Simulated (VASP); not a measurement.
Write the native input for VASP 6.6.1 that does the following.

| Property | Result |
| --- | --- |
| Task | single point |
| Functional | PBEsol |
| Potentials or basis | VASP PAW PBE potentials, release 64 (Ge_d) |
| Cutoff | 520 eV |
| k mesh | 6 × 6 × 6 |
| Occupations | methfessel-paxton, width 0.1 eV |
| Spin | no spin polarisation |
| Dipole correction | no |
| Further INCAR settings | ALGO = Normal; EDIFF = 1e-06; NBANDS = 36 |

The structure of Ge lies in POSCAR:

```
Ge
1.0
    0.0000000000      2.8857400000      5.1156650000
    2.6304970000      0.0000000000      5.1156650000
    2.6304970000      2.8857400000      0.0000000000
Ge
4
Direct
    0.7818670000      0.7818670000      0.2181330000
    0.2181330000      0.2181330000      0.7818670000
    0.2735100000      0.7264900000      0.2735100000
    0.7264900000      0.2735100000      0.7264900000
```

These files were run (other wordings do the same):

INCAR

```
PREC = Accurate ; ENCUT = 520
EDIFF = 1E-6 ; ISMEAR = 1
SIGMA = 0.1 ; LREAL = False
LASPH = True ; NELM = 80
ALGO = Normal ; ISIF = 2
LWAVE = False ; LCHARG = False
GGA = PS ; NBANDS = 36
```

KPOINTS

```
regular mesh
0
Gamma
  6 6 6
```

Potentials or basis: VASP PAW PBE potentials, release 64 (Ge_d).

Run with:

```sh
$ cat potpaw_PBE.64/Ge_d/POTCAR > POTCAR
$ mpirun -np 1 vasp_std > vasp.out
```

Results of the run:

```
Pressure               : -3.5 GPa
Largest force          : 0.007 eV/Å
Band gap on the k mesh : zero (bands 28 and 29 overlap by 3.27 eV)
```

Caveat: the cell stands under tension; the PAW data sets were made with another functional, which shifts forces and pressure a little.

Wall time 2.1 min on 1 thread of Intel(R) Xeon(R) Platinum 8488C (Sapphire Rapids) (shared host), peak memory 0.28 GiB.
